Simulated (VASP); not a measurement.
Here is a VASP 6.6.1 calculation.

File INCAR:

```
SYSTEM = Sr3Zn
PREC = Accurate
ENCUT = 520
EDIFF = 1E-7
ISMEAR = -1
SIGMA = 0.05
LREAL = .FALSE.
LASPH = .TRUE.
NELM = 60
ALGO = Normal
ISIF = 2
LWAVE = .FALSE.
LCHARG = .FALSE.
GGA = PE
NBANDS = 29
```

KPOINTS

```
Automatic mesh
0
G
  5 5 5
  0 0 0
```

POSCAR

```
Sr3Zn
1.0
    5.4799420000      0.0000000000      0.0000000000
    0.0000000000      5.4799420000      0.0000000000
    0.0000000000      0.0000000000      5.4799420000
Sr Zn
3 1
Direct
    0.0000000000      0.5000000000      0.5000000000
    0.5000000000      0.5000000000      0.0000000000
    0.5000000000      0.0000000000      0.5000000000
    0.0000000000      0.0000000000      0.0000000000
```

Potentials or basis: VASP PAW PBE potentials, release 64 (Sr_sv, Zn).

Command:

```sh
$ cat potpaw_PBE.64/Sr_sv/POTCAR potpaw_PBE.64/Zn/POTCAR > POTCAR
$ mpirun -np 1 vasp_std > vasp.out
```

Question: Estimate the pressure.

Answer: 0.1 GPa.

Question: What does it give for the band gap on the k mesh?

Answer: Zero (bands 21 and 22 overlap by 0.43 eV).
